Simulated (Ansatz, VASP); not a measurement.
Ni: VASP beside Ansatz

```xyz
4
Lattice="2.5055 0.0000 0.0000 -1.2528 2.1698 0.0000 0.0000 0.0000 8.2010" Properties=species:S:1:pos:R:3 pbc="T T T"
Ni    2.5055    0.0000    8.2010
Ni    0.0000    0.0000    4.1005
Ni    0.0000    1.4466    2.0502
Ni    1.2528    0.7233    6.1507
```

Alike in both runs: functional revPBE; k mesh 14 × 14 × 4; occupations fermi-dirac, width 0.05 eV; collinear spin.

Ansatz relaxed the structure, and its values are those at the end. VASP's run is a single point on that final structure, the one shown.

|  | VASP | Ansatz |
| --- | --- | --- |
| version | VASP 6.6.1 | Ansatz 0.2.0 |
| potentials or method | VASP PAW PBE potentials, release 64 (Ni), cutoff 520 eV | plane waves (420 eV) with PAW, scalar-relativistic |
| valence electrons in the cell | 40 | 72 |

Ansatz gave:

* pressure (GPa): 0.0
* net moment per atom (μB): 0.67
* size of the moment on the site where the two differ most (μB): 0.71

Problem. What did VASP give for the same quantities?

Solution. Pressure (GPa): 0.0; net moment per atom (μB): 0.64; size of the moment on the site where the two differ most (μB): 0.65.

VASP's potentials were made for PBE, not for revPBE. Site moments also hang on the region over which each program counts them. VASP's potentials hold 40 valence electrons a cell and Ansatz's 72, so a difference there can come from the potentials and not from the codes.
